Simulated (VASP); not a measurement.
Input of a VASP 6.6.1 run:

Contents of INCAR:

```
SYSTEM = Si4GePt
PREC = Accurate
ENCUT = 520
EDIFF = 1E-6
ISMEAR = 0
SIGMA = 0.1
LREAL = .False.
LASPH = .True.
NELM = 80
ALGO = Normal
ISIF = 2
LWAVE = .False.
LCHARG = .True.
GGA = PE
LELF = .True.
LVHAR = .True.
NBANDS = 29
```

The input KPOINTS:

```
regular mesh
0
Gamma
  6 6 2
  0 0 0
```

File POSCAR:

```
Si4GePt
1.0
    2.9530040700      0.0000000000      0.0000000000
   -1.4765020400      2.5573765400      0.0000000000
    0.0000000000      0.0000000000     11.7819964300
Si Ge Pt
4 1 1
Direct
    0.3333333300      0.6666666700      0.6259580300
    0.0000000000      0.0000000000      0.8781179800
    0.0000000000      0.0000000000      0.1218820200
    0.3333333300      0.6666666700      0.3740419700
    0.6666666700      0.3333333300      0.5000000000
    0.6666666700      0.3333333300      0.0000000000
```

Potentials or basis: VASP PAW PBE potentials, release 64 (Si, Ge_d, Pt).

Command:

```sh
$ cat potpaw_PBE.64/Si/POTCAR potpaw_PBE.64/Ge_d/POTCAR potpaw_PBE.64/Pt/POTCAR > POTCAR
$ mpirun -np 1 vasp_std > vasp.out
```

What does it give for the pressure?

56.7 GPa.

Estimate the band gap on the k mesh.

zero (bands 20 and 21 overlap by 4.69 eV).

Forces in eV/Å, atoms in the order of the input:
```
Si   0.000  0.000  4.481
Si   0.000  0.000 -7.334
Si   0.000  0.000  7.334
Si   0.000  0.000 -4.481
Ge   0.000  0.000  0.000
Pt   0.000  0.000  0.000
```

Caveat: the k points lie up to 0.41 Å⁻¹ apart, too coarse for converged energies and pressures of a metal; spin-orbit coupling is left out, which moves the levels of the heavy elements; forces of over 1 eV/Å act on the atoms, so gaps and moduli don't describe the material at rest.
